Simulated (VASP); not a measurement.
# C in VASP: single point with PBEsol+D3(BJ)

Aim: the single point of C with PBEsol+D3(BJ).

Everything below comes from runs of VASP 6.6.1. Logs are shortened: lines on timing, memory, paths and dates and some standing lists are left out, and cuts for length are marked.

## Step 1: The cell of the first run

The cell holds a slab with vacuum, 2 atoms: a = 2.458 Å, b = 2.458 Å, c = 20.832 Å, α = 90.00°, β = 90.00°, γ = 120.00°.

## Step 2: Single point, PBEsol+D3(BJ)

File INCAR:

```
PREC = Accurate
ENCUT = 520
EDIFF = 1E-6
ISMEAR = 0
SIGMA = 0.04
LREAL = False
LASPH = True
NELM = 120
ALGO = Normal
ISIF = 2
LWAVE = False
LCHARG = True
LDIPOL = True
IDIPOL = 3
DIPOL = 0.5 0.5 0.619
GGA = PS
IVDW = 12
LELF = True
LVHAR = True
LVACPOTAV = True
NBANDS = 11
GGA_COMPAT = False
NELMDL = -8
```

File KPOINTS:

```
regular mesh
0
Gamma
  15 15 1
```

File POSCAR:

```
C
1.0
    2.4583702593      0.0000000000      0.0000000000
   -1.2291851296      2.1290110964      0.0000000000
    0.0000000000      0.0000000000     20.8318527272
C
2
Direct
    1.0000000000      0.0000000000      0.6180493091
    0.3333333333      0.6666666667      0.6193928814
```

Potentials or basis: VASP PAW PBE potentials, release 64 (C).

On the command line:

```bash
$ cat potpaw_PBE.64/C/POTCAR > POTCAR
$ mpirun -np 1 vasp_std > vasp.out
```

OUTCAR:

```text
PREC = Accurate
   ENCUT = 520
   EDIFF = 1E-6
   ISMEAR = 0
   LREAL = False
   LASPH = True
   NELM = 120
   ISIF = 2
   GGA = PS
   IVDW = 12
   NELMDL = -8
 IVDW          = 12

 ion  position               nearest neighbor table
   1  0.000  0.000  0.618-   2 1.42   2 1.42   2 1.42
   2  0.333  0.667  0.619-   1 1.42   1 1.42   1 1.42

  LATTYP: Found a hexagonal cell.
 ALAT       =     2.4583702593
 C/A-ratio  =     8.4738467073

  Lattice vectors:

 A1 = (   2.4583702593,   0.0000000000,   0.0000000000)
 A2 = (  -1.2291851296,   2.1290110964,   0.0000000000)
 A3 = (   0.0000000000,   0.0000000000,  20.8318527272)

Analysis of symmetry for initial positions (statically):
=====================================================================
 Subroutine PRICEL returns:
 Original cell was already a primitive cell.

 Routine SETGRP: Setting up the symmetry group for a
 hexagonal supercell.

 Subroutine GETGRP returns: Found 12 space group operations
 (whereof  6 operations were pure point group operations)
 out of a pool of 24 trial point group operations.

The static configuration has the point symmetry C_3v.
 The point group associated with its full space group is D_3d.

Analysis of symmetry for dynamics (positions and initial velocities):
=====================================================================
 Subroutine PRICEL returns:
 Original cell was already a primitive cell.

 Routine SETGRP: Setting up the symmetry group for a
 hexagonal supercell.

 Subroutine GETGRP returns: Found 12 space group operations
 (whereof  6 operations were pure point group operations)
 out of a pool of 24 trial point group operations.

The dynamic configuration has the point symmetry C_3v.
 The point group associated with its full space group is D_3d.

 Subroutine INISYM returns: Found 12 space group operations
 (whereof  6 operations are pure point group operations),
 and found     1 'primitive' translations

----------------------------------------------------------------------------------------

                                     Primitive cell

  volume of cell :     109.0318

  direct lattice vectors                    reciprocal lattice vectors
     2.458370259  0.000000000  0.000000000     0.406773551  0.234850819  0.000000000
    -1.229185130  2.129011096  0.000000000     0.000000000  0.469701638  0.000000000
     0.000000000  0.000000000 20.831852727     0.000000000  0.000000000  0.048003412

  length of vectors
     2.458370259  2.458370259 20.831852727     0.469701638  0.469701638  0.048003412

  position of ions in fractional coordinates (direct lattice)
     0.000000000  0.000000000  0.618049309
     0.333333333  0.666666667  0.619392881

  ion indices of the primitive-cell ions
   primitive index   ion index
                 1           1
                 2           2

----------------------------------------------------------------------------------------

 KPOINTS: regular mesh

Automatic generation of k-mesh.
 Grid dimensions read from file:
 generate k-points for:   15   15    1

 Generating k-lattice:

  Cartesian coordinates                     Fractional coordinates (reciprocal lattice)
     0.027118237  0.015656721  0.000000000     0.066666667  0.000000000  0.000000000
     0.000000000  0.031313443  0.000000000     0.000000000  0.066666667  0.000000000
     0.000000000  0.000000000  0.048003412     0.000000000  0.000000000  1.000000000

  Length of vectors
     0.031313443  0.031313443  0.048003412

  Shift w.r.t. Gamma in fractional coordinates (k-lattice)
     0.000000000  0.000000000  0.000000000

 Subroutine IBZKPT returns following result:
 ===========================================

 Found     27 irreducible k-points:

 Following reciprocal coordinates:
            Coordinates               Weight
  0.000000  0.000000  0.000000      1.000000
  0.066667 -0.000000  0.000000      6.000000
  0.133333  0.000000  0.000000      6.000000
  0.200000  0.000000  0.000000      6.000000
  0.266667  0.000000  0.000000      6.000000
  0.333333  0.000000  0.000000      6.000000
[... 16 lines left out ...]
  0.333333  0.200000  0.000000     12.000000
  0.400000  0.200000  0.000000      6.000000
 [... further k-points ...]
   k-points           NKPTS =     27   k-points in BZ     NKDIM =     27   number of bands    NBANDS=     11
   number of dos      NEDOS =    301   number of ions     NIONS =      2
   total plane-waves  NPLWV =  51840
   dimension x,y,z NGX =    18 NGY =   18 NGZ =  160
   dimension x,y,z NGXF=    36 NGYF=   36 NGZF=  320
   ions per type =               2
   NGX,Y,Z   is equivalent  to a cutoff of  12.17, 12.17, 12.77 a.u.
   NGXF,Y,Z  is equivalent  to a cutoff of  24.34, 24.34, 25.54 a.u.
 SYSTEM =  unknown system
   PREC   = accura    normal or accurate (medium, high low for compatibility)
   ISTART =      0    job   : 0-new  1-cont  2-samecut
   ICHARG =      2    charge: 1-file 2-atom 10-const
   ISPIN  =      1    spin polarized calculation?
   LNONCOLLINEAR =      F non collinear calculations
   LSORBIT =      F    spin-orbit coupling
   LASPH  =      T    aspherical Exc in radial PAW
   ENCUT  =  520.0 eV  38.22 Ry    6.18 a.u.   4.57  4.57 38.73*2*pi/ulx,y,z
   NELM   =    120;   NELMIN=  2; NELMDL= -8     # of ELM steps
   EDIFF  = 0.1E-05   stopping-criterion for ELM
   LREAL  =      F    real-space projection
   EDIFFG = 0.1E-04   stopping-criterion for IOM
   NSW    =      0    number of steps for IOM
   IBRION =     -1    ionic relax: 0-MD 1-quasi-New 2-CG
   NFREE  =      0    steps in history (QN), initial steepest desc. (CG)
   ISIF   =      2    stress and relaxation
   ISYM   =      2    0-nonsym 1-usesym 2-fastsym
   POTIM  = 0.5000    time-step for ionic-motion
   TEBEG  =    0.0;   TEEND  =   0.0 temperature during run
   PSTRESS=    0.0 pullay stress
   NELECT =       8.0000    total number of electrons
   NUPDOWN=      -1.0000    fix difference up-down
   EMIN   =  10.00;   EMAX   =-10.00  energy-range for DOS
   EFERMI =   0.00;   METHOD = LEGACY
   ISMEAR =     0;   SIGMA  =   0.04  broadening in eV -4-tet -1-fermi 0-gaus
   EFERMI_NEDOS =   21; number of points for ismear=-14 and -15
   IALGO  =     38    algorithm
   IMIX   =      4    mixing-type and parameters
     AMIX     =   0.40;   BMIX     =  1.00
     AMIX_MAG =   1.60;   BMIX_MAG =  1.00
  volume/ion in A,a.u.               =      54.52       367.89
  Fermi-wavevector in a.u.,A,eV,Ry     =   0.685363  1.295148  6.390956  0.469722
  Thomas-Fermi vector in A             =   1.765282
   LORBIT       =      0    0 simple, 1 ext, 2 COOP (PROOUT), +10 PAW based schemes
   GGA     = PS    functional components
   LHFCALC =     F    Hartree Fock is set to
   AEXX    =    0.0000 exact exchange contribution
   IVDW    =    12    specifies the selected vdW correction
   LEPSILON=     F    determine dielectric tensor
   LRPA    =     F    only Hartree local field effects (RPA)
 non-spin polarized calculation
 Gauss-broadening in eV      SIGMA  =   0.04
  energy-cutoff  :      520.00
  volume of cell :      109.03
 maximum number of plane-waves:      2978
   NGX =  9   NGY =  9   NGZ = 77

 dipolmoment           0.000000      0.000000     -0.000000 electrons x Angstroem

 number of electron       7.9999998 magnetization

 dipolmoment           0.000000      0.000000      0.000000 electrons x Angstroem

 Free energy of the ion-electron system (eV)
  ---------------------------------------------------
  ext. energy  EPLUGINS =         0.00000000
  ---------------------------------------------------
  free energy    TOTEN  =       -19.27396928 eV

  energy without entropy =      -19.27356808  energy(sigma->0) =      -19.27376868

 E-fermi :  -2.8551     XC(G=0):  -2.1067

 val. band max:       -2.8550582858   @ k =   0.3333   0.3333   0.0000
 cond. band min:      -2.8550578415   @ k =   0.3333   0.3333   0.0000
 fundamental gap:      0.0000004444
 Fermi energy:        -2.8550580634

 k-point     1 :       0.0000    0.0000    0.0000
  band No.  band energies     occupation
      1     -22.4101      2.00000
      2     -10.5630      2.00000
      3      -5.8491      2.00000
      4      -5.8491      2.00000
      5       0.5219      0.00000
      6       1.3297      0.00000
      7       1.4860      0.00000
      8       2.4264      0.00000
      9       2.8138      0.00000
     10       4.3539      0.00000
     11       4.8973      0.00000

 k-point     2 :       0.0667   -0.0000    0.0000
  band No.  band energies     occupation
      1     -22.3044      2.00000
      2     -10.4363      2.00000
      3      -6.2750      2.00000
      4      -6.0753      2.00000
      5       0.6648      0.00000
      6       1.4752      0.00000
      7       1.6332      0.00000
      8       2.5723      0.00000
      9       2.9590      0.00000
     10       4.4983      0.00000
     11       5.0352      0.00000

 k-point     3 :       0.1333    0.0000    0.0000
  band No.  band energies     occupation
      1     -21.9881      2.00000
      2     -10.0585      2.00000
      3      -7.4072      2.00000
      4      -6.6477      2.00000
      5       1.0934      0.00000
      6       1.9110      0.00000
      7       2.0745      0.00000
      8       3.0096      0.00000
      9       3.3944      0.00000
     10       4.9307      0.00000
     11       5.4036      0.00000
[... 267 lines left out ...]
 k-point    23 :       0.3333    0.2000    0.0000
  band No.  band energies     occupation
      1     -17.4459      2.00000
      2     -14.4960      2.00000
      3     -11.5983      2.00000
      4      -5.0282      2.00000
      5      -0.8115      0.00000
      6       7.4407      0.00000
      7       7.9409      0.00000
      8       8.1207      0.00000
      9       8.6952      0.00000
     10       9.1905      0.00000
     11       9.9218      0.00000

 k-point    24 :       0.4000    0.2000    0.0000
  band No.  band energies     occupation
      1     -16.4852      2.00000
      2     -15.5687      2.00000
      3     -11.7299      2.00000
      4      -4.3685      2.00000
      5      -1.5604      0.00000
      6       8.0442      0.00000
      7       8.4449      0.00000
      8       9.1982      0.00000
      9       9.4027      0.00000
     10      10.4754      0.00000
     11      10.7511      0.00000

 [... further k-points ...]

------------------------ aborting loop because EDIFF is reached ----------------------------------------

 Edisp (eV)   -0.09826

 E8    (eV) :    -0.0506

  FORCE on cell =-STRESS in cart. coord.  units (eV):
  Direction    XX          YY          ZZ          XY          YZ          ZX
  --------------------------------------------------------------------------------------
  -------------------------------------------------------------------------------------
  Total       0.12328     0.12328    -0.02387     0.00000     0.00000    -0.00000
  in kB       1.81151     1.81151    -0.35072     0.00000     0.00000    -0.00000
  external pressure =        1.09 kB  Pullay stress =        0.00 kB

 VOLUME and BASIS-vectors are now :
 -----------------------------------------------------------------------------
  energy-cutoff  :      520.00
  volume of cell :      109.03
      direct lattice vectors                 reciprocal lattice vectors
     2.458370259  0.000000000  0.000000000     0.406773551  0.234850819  0.000000000
    -1.229185130  2.129011096  0.000000000     0.000000000  0.469701638  0.000000000
     0.000000000  0.000000000 20.831852727     0.000000000  0.000000000  0.048003412

 POSITION                                       TOTAL-FORCE (eV/Angst)
 -----------------------------------------------------------------------------------
      0.00000      0.00000     12.87511         0.000000     -0.000000      0.473158
     -0.00000      1.41934     12.90310        -0.000000      0.000000     -0.473158
 -----------------------------------------------------------------------------------
    total drift:                                0.000000     -0.000000      0.000001

  FREE ENERGIE OF THE ION-ELECTRON SYSTEM (eV)
  ---------------------------------------------------
  free  energy   TOTEN  =       -19.3722296996 eV

  energy  without entropy=      -19.3718284981  energy(sigma->0) =      -19.37202910

 vacuum level on the upper side and lower side of the slab         1.452         1.452
```

It took 33 s on 1 thread of Intel Xeon Platinum 8375C at 2.90GHz (Ice Lake), shared host; peak memory 0.22 GiB.

Results:

- Free energy: -19.3722 eV
- Largest force: 0.473 eV/Å
- Band gap on the k mesh: zero (filled and empty bands touch)
- Dispersion energy per atom: -0.049 eV

Forces in eV/Å, atoms in the order of the input:
```
C    0.000  0.000  0.473
C    0.000  0.000 -0.473
```

Caveat: the PAW data sets were made with another functional, which shifts forces and pressure a little.
